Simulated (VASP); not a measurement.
# AlN (F-43m) in VASP: further runs, part 3 of 3

VASP 6.6.1. Earlier steps stand in the parts before.

## 5. Single point, PBE

The input, INCAR:

```
SYSTEM = AlN
PREC = Accurate ; ENCUT = 600
EDIFF = 1E-6 ; ISMEAR = 0
SIGMA = 0.01 ; LREAL = .False.
LASPH = .True. ; NELM = 120
ALGO = Normal ; ISIF = 2
LWAVE = .False. ; LCHARG = .False.
GGA = PE ; NBANDS = 11
GGA_COMPAT = .False.
```

The input, KPOINTS:

```
Automatic mesh
0
Gamma
  7 7 7
  0 0 0
```

The input, POSCAR:

```
AlN
1.0
    0.0000000000      2.1839935000      2.1839935000
    2.1839935000      0.0000000000      2.1839935000
    2.1839935000      2.1839935000      0.0000000000
Al N
1 1
Direct
    0.0000000000      0.0000000000      0.0000000000
    0.2500000000      0.2500000000      0.2500000000
```

Run with:

```bash
$ cat potpaw_PBE.64/Al/POTCAR potpaw_PBE.64/N/POTCAR > POTCAR
$ mpirun -np 1 vasp_std > vasp.out
```

Run time: 9.9 s. Hardware: 1 thread of Intel Xeon 8259CL, shared host; peak memory 0.14 GiB.

The run converged. Its results:

```yaml
Free_energy: -14.8415 eV
Pressure: 4.5 GPa
Band_gap_on_the_k_mesh: 3.62 eV (least direct gap 4.20 eV)
```

Levels at points of the mesh, in eV from the valence-band top:
```tsv
k point	band 2	band 3	band 4	band 5	band 6	band 7
(0.00, 0.00, 0.00)	0.00	0.00	0.00	4.20	12.56	12.56
```

Caveat: the cell stands under pressure; an odd mesh through Γ misses points on the zone boundary, where band edges can lie.

## 6. Single point, PBE

The input, INCAR:

```
SYSTEM = AlN
ALGO = Normal
EDIFF = 1E-6
ENCUT = 600
GGA = PE
GGA_COMPAT = .False.
ISIF = 2
ISMEAR = 0
LASPH = .True.
LCHARG = .False.
LREAL = .False.
LWAVE = .False.
NBANDS = 11
NELM = 120
PREC = Accurate
SIGMA = 0.01
```

The input, KPOINTS:

```
k-points
0
Gamma
  8 8 8
  0 0 0
```

POSCAR is that of step 5.

Potentials or basis: VASP PAW PBE potentials, release 64 (Al, N).

Run with:

```bash
$ cat potpaw_PBE.64/Al/POTCAR potpaw_PBE.64/N/POTCAR > POTCAR
$ mpirun -np 1 vasp_std > vasp.out
```

OUTCAR:

```text
SYSTEM = AlN
   EDIFF = 1E-6
   ENCUT = 600
   GGA = PE
   ISIF = 2
   ISMEAR = 0
   LASPH = .True.
   LREAL = .False.
   NELM = 120
   PREC = Accurate

 ion  position               nearest neighbor table
   1  0.000  0.000  0.000-   2 1.89   2 1.89   2 1.89   2 1.89
   2  0.250  0.250  0.250-   1 1.89   1 1.89   1 1.89   1 1.89

  LATTYP: Found a face centered cubic cell.
 ALAT       =     4.3679870000

  Lattice vectors:

 A1 = (   0.0000000000,   2.1839935000,   2.1839935000)
 A2 = (   2.1839935000,   0.0000000000,   2.1839935000)
 A3 = (   2.1839935000,   2.1839935000,   0.0000000000)

Analysis of symmetry for initial positions (statically):
=====================================================================
 Subroutine PRICEL returns:
 Original cell was already a primitive cell.

 Routine SETGRP: Setting up the symmetry group for a
 face centered cubic supercell.

 Subroutine GETGRP returns: Found 24 space group operations
 (whereof 24 operations were pure point group operations)
 out of a pool of 48 trial point group operations.

The static configuration has the point symmetry T_d .

Analysis of symmetry for dynamics (positions and initial velocities):
=====================================================================
 Subroutine PRICEL returns:
 Original cell was already a primitive cell.

 Routine SETGRP: Setting up the symmetry group for a
 face centered cubic supercell.

 Subroutine GETGRP returns: Found 24 space group operations
 (whereof 24 operations were pure point group operations)
 out of a pool of 48 trial point group operations.

The dynamic configuration has the point symmetry T_d .

 Subroutine INISYM returns: Found 24 space group operations
 (whereof 24 operations are pure point group operations),
 and found     1 'primitive' translations

----------------------------------------------------------------------------------------

                                     Primitive cell

  volume of cell :      20.8345

[... 117 lines left out ...]
   LEPSILON=     F    determine dielectric tensor
   LRPA    =     F    only Hartree local field effects (RPA)
 non-spin polarized calculation
 Gauss-broadening in eV      SIGMA  =   0.01
  energy-cutoff  :      600.00
  volume of cell :       20.83
 maximum number of plane-waves:       725
 NGX is ok and might be reduce to    28
   NGX = 13   NGY = 13   NGZ = 13

 number of electron       7.9999999 magnetization

 Free energy of the ion-electron system (eV)
  ---------------------------------------------------
  ext. energy  EPLUGINS =         0.00000000
  ---------------------------------------------------
  free energy    TOTEN  =       -14.84183928 eV

  energy without entropy =      -14.84183928  energy(sigma->0) =      -14.84183928

 E-fermi :   6.0411     XC(G=0): -10.9338

 val. band max:        5.9699274320   @ k =   0.0000   0.0000   0.0000
 cond. band min:       9.2878032960   @ k =   0.5000   0.5000   0.0000
 fundamental gap:      3.3178758640
 Fermi energy:         6.0410669849

 k-point     1 :       0.0000    0.0000    0.0000
  band No.  band energies     occupation
      1      -9.0115      2.00000
      2       5.9699      2.00000
      3       5.9699      2.00000
      4       5.9699      2.00000
      5      10.1660      0.00000
      6      18.5302      0.00000
      7      18.5302      0.00000
      8      18.5302      0.00000
      9      23.6585      0.00000
     10      23.6585      0.00000
     11      25.0603      0.00000
[... 309 lines left out ...]
 k-point    24 :      -0.3750    0.2500    0.1250
  band No.  band energies     occupation
      1      -6.6435      2.00000
      2       0.8299      2.00000
      3       3.7473      2.00000
      4       4.8536      2.00000
      5      13.0720      0.00000
      6      15.2249      0.00000
      7      18.1416      0.00000
      8      18.6560      0.00000
      9      23.1492      0.00000
     10      24.7435      0.00000
     11      28.0121      0.00000

 [... further k-points ...]

------------------------ aborting loop because EDIFF is reached ----------------------------------------

  FORCE on cell =-STRESS in cart. coord.  units (eV):
  Direction    XX          YY          ZZ          XY          YZ          ZX
  --------------------------------------------------------------------------------------
  -------------------------------------------------------------------------------------
  Total        0.5799072      0.5799072      0.5799072      0.0000000     -0.0000000      0.0000000
  in kB       44.5948856     44.5948856     44.5948856      0.0000000     -0.0000000      0.0000000
  external PRESSURE =      44.5948856 kB  Pullay stress =       0.0000000 kB

 VOLUME and BASIS-vectors are now :
 -----------------------------------------------------------------------------
  energy-cutoff  :      600.00
  volume of cell :       20.83
      direct lattice vectors                 reciprocal lattice vectors
     0.000000000  2.183993500  2.183993500    -0.228938410  0.228938410  0.228938410
     2.183993500  0.000000000  2.183993500     0.228938410 -0.228938410  0.228938410
     2.183993500  2.183993500  0.000000000     0.228938410  0.228938410 -0.228938410

 POSITION                                       TOTAL-FORCE (eV/Angst)
 -----------------------------------------------------------------------------------
      0.00000      0.00000      0.00000        -0.000000     -0.000000     -0.000000
      1.09200      1.09200      1.09200         0.000000      0.000000      0.000000
 -----------------------------------------------------------------------------------
    total drift:                                0.000000      0.000000      0.000000

  FREE ENERGIE OF THE ION-ELECTRON SYSTEM (eV)
  ---------------------------------------------------
  free  energy   TOTEN  =       -14.8418392766 eV

  energy  without entropy=      -14.8418392766  energy(sigma->0) =      -14.84183928
```

Run time: 13 s. Hardware: 1 thread of Intel Xeon 8259CL, shared host; peak memory 0.15 GiB.

What came out:

```yaml
Free_energy: -14.8418 eV
Pressure: 4.5 GPa
Band_gap_on_the_k_mesh: 3.32 eV (least direct gap 4.20 eV)
```

Caveat: the cell stands under pressure.

## 7. Summary

```tsv
k mesh	gap on the mesh (eV)	pressure (GPa)
4 × 4 × 4	3.29	4.5
5 × 5 × 5	3.89	4.5
7 × 7 × 7	3.62	4.5
8 × 8 × 8	3.32	4.5
```

Alike in all rows: task single point; level PBE; potentials or basis VASP PAW PBE potentials, release 64 (Al, N); no spin polarisation; cell as given; cutoff (eV) 600; smearing gaussian 0.01 eV.

Caveats: some runs use coarse meshes; an odd mesh through Γ misses points on the zone boundary, where band edges can lie (at least some runs); the cell stands under pressure (at least some runs).

Absolute energies hang on the potentials; compare differences alone.
